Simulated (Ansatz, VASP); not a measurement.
**Two plane-wave programs on Ba2IrO4**

```
Ba Ir O
1.0
    -1.96481    1.96481    6.54604
     1.96481   -1.96481    6.54604
     1.96481    1.96481   -6.54604
Ba Ir O
2 1 4
Direct
  0.35491 0.35491 0.00000
  0.64509 0.64509 0.00000
  0.00000 0.00000 0.00000
  0.50000 0.00000 0.50000
  0.15421 0.15421 0.00000
  0.84579 0.84579 0.00000
  0.00000 0.50000 0.50000
```

Alike in both runs: task single point; functional LDA; k mesh 9 × 9 × 9; no spin polarisation.

|  | VASP | Ansatz |
| --- | --- | --- |
| version | VASP 6.6.1 | Ansatz 0.2.0 |
| potentials or method | VASP PAW LDA potentials, release 64 (Ba_sv, Ir, O), cutoff 520 eV | plane waves, PAW |
| occupations | fermi-dirac, width 0.1 eV | fermi-dirac |
| valence electrons in the cell | 53 | 61 |

VASP gave:

```
pressure (GPa)                                                : 5.3
traceless stress, the component that is largest in VASP (GPa) : -0.47
```

Problem. What did Ansatz give for the same quantities?

Solution. Pressure (GPa): 1.7; traceless stress, the component that is largest in VASP (GPa): -0.47.

LDA's correlation is that of Perdew and Zunger in VASP and of Perdew and Wang (1992) in Ansatz. VASP's potentials hold 53 valence electrons a cell and Ansatz's 61, so a difference there can come from the potentials and not from the codes.

Neither program's run includes spin-orbit coupling.
